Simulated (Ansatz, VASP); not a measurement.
TiTe2: VASP beside Ansatz

```
CELL_PARAMETERS angstrom
3.75165 0.00000 0.00000
-1.87583 3.24903 0.00000
0.00000 0.00000 6.45439
ATOMIC_POSITIONS crystal
Ti 0.00000 0.00000 0.00000
Te 0.66667 0.33333 0.26280
Te 0.33333 0.66667 0.73720
```

Change from the starting cell: volume scaled by 0.98, PAW files.

Alike in both runs: task electric field gradients; functional PBEsol; k mesh 13 × 13 × 7; occupations fermi-dirac, width 0.03 eV; no spin polarisation.

```csv
,VASP,Ansatz
version,VASP 6.6.1,Ansatz 0.2.0
potentials or method,"VASP PAW PBE potentials, release 64 (Ti_sv, Te)","PAW with Ansatz's default frozen-core files, scalar-relativistic"
plane-wave cutoff (eV),520,420
valence electrons in the cell,24,44
```

|  | VASP | Ansatz | Ansatz less VASP |
| --- | --- | --- | --- |
| pressure (GPa) | -1.0 | -1.0 | -0.05 |
| traceless stress, the component that is largest in VASP (GPa) | 0.82 | 0.81 | -0.011 |
| rms of the force components (eV/Å) | 0.039 | 0.030 | -0.0090 |
| size of Vzz on the site where it differs most (V/Å²) | 60.3 | 63.4 | +3.12 |

VASP's potentials were made for PBE, not for PBEsol. Atom by atom the forces differ by 0.009 eV/Å (rms over components). The functional is the same, so the differences come from potentials, cutoffs and numerics. VASP's potentials hold 24 valence electrons a cell and Ansatz's 44, so a difference there can come from the potentials and not from the codes.

Spin-orbit coupling is off throughout.
